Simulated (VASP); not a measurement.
# MgGe2 (C2/m) in VASP: single point with PBEsol

Aim: the single point of MgGe2 with PBEsol.

Everything below comes from runs of VASP 6.6.1. Logs are shortened: lines on timing, memory, paths and dates and some standing lists are left out, and cuts for length are marked.

### Step 1. The cell of the first run

It takes space group C2/m (No. 12, monoclinic). Conventional cell: a = 11.043 Å, b = 3.700 Å, c = 6.815 Å, α = 90.00°, β = 118.17°, γ = 90.00°. Within 3.8 Å of Ge (site symmetry m) lie 8 Ge at 2.70 to 3.74 Å and 5 Mg at 2.89 to 3.16 Å. Within 3.7 Å of Ge (site symmetry m) lie 9 Ge at 2.55 to 3.70 Å and 3 Mg at 2.89 to 2.94 Å. Within 3.8 Å of Mg (site symmetry m) lie 8 Ge at 2.89 to 3.16 Å and 5 Mg at 3.54 to 3.70 Å.

### Step 2. Single point, PBEsol

Contents of POSCAR:

```
MgGe2
1.0
    5.5214850000     -1.8498460000      0.0000000000
    5.5214850000      1.8498460000      0.0000000000
   -3.2176250000      0.0000000000      6.0077740000
Ge Mg
4 2
Direct
    0.5292340000      0.5292340000      0.2936210000
    0.4707660000      0.4707660000      0.7063790000
    0.8803900000      0.8803900000      0.9854400000
    0.1196100000      0.1196100000      0.0145600000
    0.8152860000      0.8152860000      0.3492530000
    0.1847140000      0.1847140000      0.6507470000
```

Contents of INCAR.step1:

```
SYSTEM = MgGe2
PREC = Accurate
ENCUT = 520
EDIFF = 1E-6
ISMEAR = -1
SIGMA = 0.05
LREAL = .False.
LASPH = .True.
NELM = 80
ALGO = Normal
ISIF = 2
LWAVE = .False.
LCHARG = .True.
GGA = PS
NBANDS = 39
```

Contents of KPOINTS.step1:

```
Automatic mesh
0
Gamma
  8 8 4
  0 0 0
```

Contents of INCAR.step2:

```
SYSTEM = MgGe2
PREC = Accurate
ENCUT = 520
EDIFF = 1E-6
ISMEAR = -5
SIGMA = 0.05
LREAL = .False.
LASPH = .True.
NELM = 80
ALGO = Normal
ISIF = 2
LWAVE = .False.
LCHARG = .False.
GGA = PS
LORBIT = 10
NBANDS = 39
NEDOS = 1001
ICHARG = 11
```

Contents of KPOINTS.step2:

```
Automatic mesh
0
Gamma
  12 12 6
  0 0 0
```

Potentials or basis: VASP PAW PBE potentials, release 64 (Ge_d, Mg).

The run is started by

```console
$ cat potpaw_PBE.64/Ge_d/POTCAR potpaw_PBE.64/Mg/POTCAR > POTCAR
$ cp INCAR.step1 INCAR
$ cp KPOINTS.step1 KPOINTS
$ mpirun -np 1 vasp_std > vasp.out
$ cp INCAR.step2 INCAR
$ cp KPOINTS.step2 KPOINTS
$ mpirun -np 1 vasp_std > vasp.out
```

OUTCAR:

```text
SYSTEM = MgGe2
   PREC = Accurate
   ENCUT = 520
   EDIFF = 1E-6
   ISMEAR = -5
   LREAL = .False.
   LASPH = .True.
   NELM = 80
   ISIF = 2
   GGA = PS
   LORBIT = 10
   ICHARG = 11

 ion  position               nearest neighbor table
   1  0.529  0.529  0.294-   3 2.70   3 2.70   6 2.89   6 2.89   5 3.00   5 3.16   5 3.16
   2  0.471  0.471  0.706-   4 2.70   4 2.70   5 2.89   5 2.89   6 3.00   6 3.16   6 3.16
   3  0.880  0.880  0.985-   4 2.55   1 2.70   1 2.70   5 2.89   6 2.94   6 2.94
   4  0.120  0.120  0.015-   3 2.55   2 2.70   2 2.70   6 2.89   5 2.94   5 2.94
   5  0.815  0.815  0.349-   2 2.89   2 2.89   3 2.89   4 2.94   4 2.94   1 3.00   1 3.16   1 3.16
                             6 3.54   6 3.54   6 3.60
   6  0.185  0.185  0.651-   1 2.89   1 2.89   4 2.89   3 2.94   3 2.94   2 3.00   2 3.16   2 3.16
                             5 3.54   5 3.54   5 3.60

  LATTYP: Found a base centered monoclinic cell.
 ALAT       =    11.0429700000
 B/A-ratio  =     0.3350268995
 C/A-ratio  =     0.6171495446
 COS(beta)  =    -0.4721273096

  Lattice vectors:

 A1 = (   5.5214850000,  -1.8498460000,   0.0000000000)
 A2 = (   5.5214850000,   1.8498460000,   0.0000000000)
 A3 = (  -3.2176250000,   0.0000000000,   6.0077740000)

Analysis of symmetry for initial positions (statically):
=====================================================================
 Subroutine PRICEL returns:
 Original cell was already a primitive cell.

 Routine SETGRP: Setting up the symmetry group for a
 base centered monoclinic supercell.

 Subroutine GETGRP returns: Found  4 space group operations
 (whereof  4 operations were pure point group operations)
 out of a pool of  4 trial point group operations.

The static configuration has the point symmetry C_2h.

Analysis of symmetry for dynamics (positions and initial velocities):
=====================================================================
 Subroutine PRICEL returns:
 Original cell was already a primitive cell.

 Routine SETGRP: Setting up the symmetry group for a
 base centered monoclinic supercell.

 Subroutine GETGRP returns: Found  4 space group operations
 (whereof  4 operations were pure point group operations)
 out of a pool of  4 trial point group operations.

The dynamic configuration has the point symmetry C_2h.

 Subroutine INISYM returns: Found  4 space group operations
 (whereof  4 operations are pure point group operations),
 and found     1 'primitive' translations

----------------------------------------------------------------------------------------

[... 118 lines left out ...]
   EFERMI_NEDOS =   21; number of points for ismear=-14 and -15
   IALGO  =     38    algorithm
   IMIX   =      4    mixing-type and parameters
     AMIX     =   0.40;   BMIX     =  1.00
     AMIX_MAG =   1.60;   BMIX_MAG =  1.00
  volume/ion in A,a.u.               =      20.45       138.03
  Fermi-wavevector in a.u.,A,eV,Ry     =   1.289675  2.437132 22.630043  1.663261
  Thomas-Fermi vector in A             =   2.421553
   LORBIT       =     10    0 simple, 1 ext, 2 COOP (PROOUT), +10 PAW based schemes
   GGA     = PS    functional components
   LHFCALC =     F    Hartree Fock is set to
   AEXX    =    0.0000 exact exchange contribution
   IVDW    =     0    specifies the selected vdW correction
   LEPSILON=     F    determine dielectric tensor
   LRPA    =     F    only Hartree local field effects (RPA)
 non-spin polarized calculation
 Fermi weights with tetrahedron method with Bloechl corrections
  energy-cutoff  :      520.00
  volume of cell :      122.73
 maximum number of plane-waves:      3340
 NGX is ok and might be reduce to    48

 number of electron      60.0000011 magnetization

 Free energy of the ion-electron system (eV)
  ---------------------------------------------------
  ext. energy  EPLUGINS =         0.00000000
  ---------------------------------------------------
  free energy    TOTEN  =       -23.06677553 eV

  energy without entropy =      -23.06677553  energy(sigma->0) =      -23.06677553

 E-fermi :   4.8567     XC(G=0): -10.2478

 val. band max:        5.0105605435   @ k =   0.2500   0.1667   0.0000
 cond. band min:       4.6748456173   @ k =   0.1667   0.1667   0.1667
 fundamental gap:     -0.3357149262
 Fermi energy:         4.8567433968

 k-point     1 :       0.0000    0.0000    0.0000
  band No.  band energies     occupation
      1     -19.6061      2.00000
      2     -19.6048      2.00000
      3     -19.5983      2.00000
      4     -19.5765      2.00000
      5     -19.5682      2.00000
      6     -19.5640      2.00000
[... 997 lines left out ...]
     38      10.1470      0.00000
     39      10.7114      0.00000

 [... further k-points ...]

------------------------ aborting loop because EDIFF is reached ----------------------------------------

  FORCE on cell =-STRESS in cart. coord.  units (eV):
  Direction    XX          YY          ZZ          XY          YZ          ZX
  --------------------------------------------------------------------------------------
  -------------------------------------------------------------------------------------
  Total       -2.1358622     -1.8033526     -2.4291665      0.0000000      0.0000000     -0.1255773
  in kB      -27.8835941    -23.5426949    -31.7126702      0.0000000      0.0000000     -1.6394065
  external PRESSURE =     -27.7129864 kB  Pullay stress =       0.0000000 kB

 VOLUME and BASIS-vectors are now :
 -----------------------------------------------------------------------------
  energy-cutoff  :      520.00
  volume of cell :      122.73
      direct lattice vectors                 reciprocal lattice vectors
     5.521485000 -1.849846000  0.000000000     0.090555349 -0.270292770  0.048499353
     5.521485000  1.849846000  0.000000000     0.090555349  0.270292770  0.048499353
    -3.217625000  0.000000000  6.007774000     0.000000000  0.000000000  0.166451002

 POSITION                                       TOTAL-FORCE (eV/Angst)
 -----------------------------------------------------------------------------------
      4.89955      0.00000      1.76401        -0.090532      0.000000     -0.030395
      2.92579      0.00000      4.24377         0.090532      0.000000      0.030395
      6.55134      0.00000      5.92030         0.103732      0.000000      0.064665
      1.27400      0.00000      0.08747        -0.103732      0.000000     -0.064665
      7.87941      0.00000      2.09823        -0.026997      0.000000     -0.012139
     -0.05407      0.00000      3.90954         0.026997      0.000000      0.012139
 -----------------------------------------------------------------------------------
    total drift:                                0.000000     -0.000000      0.000000

  FREE ENERGIE OF THE ION-ELECTRON SYSTEM (eV)
  ---------------------------------------------------
  free  energy   TOTEN  =       -23.0667755298 eV

  energy  without entropy=      -23.0667755298  energy(sigma->0) =      -23.06677553

 total charge

# of ion       s       p       d       tot
------------------------------------------
    1        1.216   1.020  10.000  12.236
    2        1.216   1.020  10.000  12.236
    3        1.221   1.041  10.013  12.275
    4        1.221   1.041  10.013  12.275
    5        0.183   0.114   0.020   0.318
    6        0.183   0.114   0.020   0.318
--------------------------------------------------
tot          5.241   4.349  40.066  49.657
```

Wall time 18 min (1 thread of AMD EPYC 9R45 (Zen 5), shared host); peak memory 0.97 GiB.

Results:

```yaml
Valence_electrons_inside_the_program's_atomic_spheres: Ge 12.24, 12.28 (each value once); Mg 0.32
```

Caveat: the PAW data sets were made with another functional, which shifts forces and pressure a little.
